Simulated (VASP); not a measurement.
V:

```
V
1.0
    -1.48344    1.48344    1.48344
     1.48344   -1.48344    1.48344
     1.48344    1.48344   -1.48344
V
1
Direct
  0.00000 0.00000 0.00000
```

Program: VASP 6.6.1. Alike in all runs: task single point; potentials or basis VASP PAW PBE potentials, release 64 (V_sv); spin collinear, ferromagnetic start; cell as given; k mesh 12 × 12 × 12; cutoff (eV) 520; smearing fermi-dirac 0.05 eV.

Task: Order these runs on this cell by their pressure, lowest first.
A. level PBEsol
B. level revPBE+D3(BJ)
C. level PBE
D. level r2SCAN
E. level PBEsol+D4

Result: B (-7.6 GPa), E (-3.7 GPa), A (-1.5 GPa), D (4.0 GPa), C (6.0 GPa).

Caveats: the PAW data sets were made with another functional, which shifts forces and pressure a little (some runs); pairwise dispersion overbinds metals, which lowers pressure and volume (some runs).
